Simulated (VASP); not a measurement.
# Si (P6_3/mmc) in VASP: notebook, part 3 of 3

VASP 6.6.1. The steps go on from the part before.

## (5) Single point, PBE

Input file INCAR:

```
PREC = Accurate
ENCUT = 520
EDIFF = 1E-7
ISMEAR = 0
SIGMA = 0.01
LREAL = F
LASPH = T
NELM = 100
ALGO = Normal
ISIF = 2
LWAVE = F
LCHARG = F
GGA = PE
NBANDS = 16
```

Input file KPOINTS:

```
Automatic mesh
0
Gamma
  12 12 6
```

Input file POSCAR:

```
Si
1.0
    3.8512434487      0.0000000000      0.0000000000
   -1.9256217244      3.3352746627      0.0000000000
    0.0000000000      0.0000000000      6.3658255622
Si
4
Direct
    0.3333333333      0.6666666667      0.0629474408
    0.6666666667      0.3333333333      0.5629474408
    0.3333333333      0.6666666667      0.4370525592
    0.6666666667      0.3333333333      0.9370525592
```

Potentials or basis: VASP PAW PBE potentials, release 64 (Si).

Started as:

```console
$ cat potpaw_PBE.64/Si/POTCAR > POTCAR
$ mpirun -np 1 vasp_std > vasp.out
```

OUTCAR:

```text
PREC = Accurate
   ENCUT = 520
   EDIFF = 1E-7
   ISMEAR = 0
   LREAL = F
   LASPH = T
   NELM = 100
   ISIF = 2
   GGA = PE

 ion  position               nearest neighbor table
   1  0.333  0.667  0.063-   4 2.36   4 2.36   4 2.36   3 2.38
   2  0.667  0.333  0.563-   3 2.36   3 2.36   3 2.36   4 2.38
   3  0.333  0.667  0.437-   2 2.36   2 2.36   2 2.36   1 2.38
   4  0.667  0.333  0.937-   1 2.36   1 2.36   1 2.36   2 2.38

  LATTYP: Found a hexagonal cell.
 ALAT       =     3.8512434487
 C/A-ratio  =     1.6529273329

  Lattice vectors:

 A1 = (   3.8512434487,   0.0000000000,   0.0000000000)
 A2 = (  -1.9256217244,   3.3352746627,   0.0000000000)
 A3 = (   0.0000000000,   0.0000000000,   6.3658255622)

Analysis of symmetry for initial positions (statically):
=====================================================================
 Subroutine PRICEL returns:
 Original cell was already a primitive cell.

 Routine SETGRP: Setting up the symmetry group for a
 hexagonal supercell.

 Subroutine GETGRP returns: Found 24 space group operations
 (whereof 12 operations were pure point group operations)
 out of a pool of 24 trial point group operations.

The static configuration has the point symmetry D_3d.
 The point group associated with its full space group is D_6h.

Analysis of symmetry for dynamics (positions and initial velocities):
=====================================================================
 Subroutine PRICEL returns:
 Original cell was already a primitive cell.

 Routine SETGRP: Setting up the symmetry group for a
 hexagonal supercell.

 Subroutine GETGRP returns: Found 24 space group operations
 (whereof 12 operations were pure point group operations)
 out of a pool of 24 trial point group operations.

The dynamic configuration has the point symmetry D_3d.
 The point group associated with its full space group is D_6h.

[... 123 lines left out ...]
  volume/ion in A,a.u.               =      20.44       137.95
  Fermi-wavevector in a.u.,A,eV,Ry     =   0.950428  1.796048 12.290315  0.903313
  Thomas-Fermi vector in A             =   2.078803
   LORBIT       =      0    0 simple, 1 ext, 2 COOP (PROOUT), +10 PAW based schemes
   GGA     = PE    functional components
   LHFCALC =     F    Hartree Fock is set to
   AEXX    =    0.0000 exact exchange contribution
   IVDW    =     0    specifies the selected vdW correction
   LEPSILON=     F    determine dielectric tensor
   LRPA    =     F    only Hartree local field effects (RPA)
 non-spin polarized calculation
 Gauss-broadening in eV      SIGMA  =   0.01
  energy-cutoff  :      520.00
  volume of cell :       81.77
 maximum number of plane-waves:      2220
 NGX is ok and might be reduce to    30
   NGX = 15   NGY = 15   NGZ = 23

 number of electron      16.0000001 magnetization

 Free energy of the ion-electron system (eV)
  ---------------------------------------------------
  ext. energy  EPLUGINS =         0.00000000
  ---------------------------------------------------
  free energy    TOTEN  =       -21.65521413 eV

  energy without entropy =      -21.65521413  energy(sigma->0) =      -21.65521413

 E-fermi :   5.9208     XC(G=0):  -9.3232

 val. band max:        5.8620452154   @ k =   0.0000   0.0000   0.0000
 cond. band min:       6.3157546234   @ k =   0.5000   0.0000   0.0000
 fundamental gap:      0.4537094080
 Fermi energy:         5.9208352964

 k-point     1 :       0.0000    0.0000    0.0000
  band No.  band energies     occupation
      1      -6.2125      2.00000
      2      -3.9691      2.00000
      3      -1.2646      2.00000
      4       4.3704      2.00000
      5       4.3704      2.00000
      6       5.5253      2.00000
[... 433 lines left out ...]
      3      -1.1018      2.00000
      4       1.1825      2.00000
      5       1.3401      2.00000
      6       3.2019      2.00000
[... 8 lines left out ...]
     15      12.9678      0.00000
     16      12.9880      0.00000

 [... further k-points ...]

------------------------ aborting loop because EDIFF is reached ----------------------------------------

  FORCE on cell =-STRESS in cart. coord.  units (eV):
  Direction    XX          YY          ZZ          XY          YZ          ZX
  --------------------------------------------------------------------------------------
  -------------------------------------------------------------------------------------
  Total       -0.0363619     -0.0363619     -0.0445571      0.0000000     -0.0000000     -0.0000000
  in kB       -0.7124746     -0.7124746     -0.8730514      0.0000000     -0.0000000     -0.0000000
  external PRESSURE =      -0.7660002 kB  Pullay stress =       0.0000000 kB

 VOLUME and BASIS-vectors are now :
 -----------------------------------------------------------------------------
  energy-cutoff  :      520.00
  volume of cell :       81.77
      direct lattice vectors                 reciprocal lattice vectors
     3.851243449  0.000000000  0.000000000     0.259656398  0.149912691  0.000000000
    -1.925621724  3.335274663  0.000000000     0.000000000  0.299825382  0.000000000
     0.000000000  0.000000000  6.365825562     0.000000000  0.000000000  0.157088816

 POSITION                                       TOTAL-FORCE (eV/Angst)
 -----------------------------------------------------------------------------------
     -0.00000      2.22352      0.40071        -0.000000      0.000000     -0.001061
      1.92562      1.11176      3.58363         0.000000     -0.000000     -0.001061
     -0.00000      2.22352      2.78220        -0.000000      0.000000      0.001061
      1.92562      1.11176      5.96511         0.000000     -0.000000      0.001061
 -----------------------------------------------------------------------------------
    total drift:                               -0.000000      0.000000     -0.000000

  FREE ENERGIE OF THE ION-ELECTRON SYSTEM (eV)
  ---------------------------------------------------
  free  energy   TOTEN  =       -21.6552141306 eV

  energy  without entropy=      -21.6552141306  energy(sigma->0) =      -21.65521413
```

It took 2.2 min on 1 thread of Intel Xeon 8259CL, shared host; peak memory 0.23 GiB.

Results:

```
Free energy            : -21.6552 eV
Pressure               : -0.1 GPa
Band gap on the k mesh : 0.45 eV (least direct gap 0.99 eV)
```

Levels at points of the mesh, in eV from the valence-band top:
| k point | band 5 | band 6 | band 7 | band 8 | band 9 | band 10 | band 11 | band 12 |
| --- | --- | --- | --- | --- | --- | --- | --- | --- |
| (0.00, 0.00, 0.00) | -1.49 | -0.34 | 0.00 | 0.00 | 0.99 | 2.02 | 2.02 | 2.32 |
| (0.50, 0.00, 0.00) | -4.58 | -3.00 | -2.92 | -1.42 | 0.45 | 2.33 | 3.02 | 3.13 |
| (0.00, 0.00, 0.50) | -0.91 | -0.91 | -0.91 | -0.91 | 1.77 | 1.77 | 2.99 | 2.99 |
| (0.50, 0.00, 0.50) | -2.41 | -2.41 | -2.38 | -2.38 | 0.92 | 0.92 | 1.70 | 1.70 |

A k mesh can miss the band edges.

## (6) The runs side by side

```tsv
cell	k mesh	cutoff (eV)	smearing	gap on the mesh (eV)	pressure (GPa)
a = 3.851, b = 3.851, c = 6.365 Å, angles 90.0, 90.0, 120.0°, 4 atoms, atomic positions A	12 × 12 × 6	500	gaussian 0.05 eV	0.45	-0.1
a = 3.851, b = 6.365, c = 6.671 Å, 8 atoms, atomic positions B	10 × 6 × 6	500	gaussian 0.05 eV	0.45	-0.1
a = 3.851, b = 3.851, c = 6.366 Å, angles 90.0, 90.0, 120.0°, 4 atoms, atomic positions A	12 × 12 × 6	520	gaussian 0.01 eV	0.45	-0.1
```

Alike in all rows: task single point; level PBE; potentials or basis VASP PAW PBE potentials, release 64 (Si); no spin polarisation.

Total energies depend on the potentials used, so only differences within one code and one set of settings carry meaning.
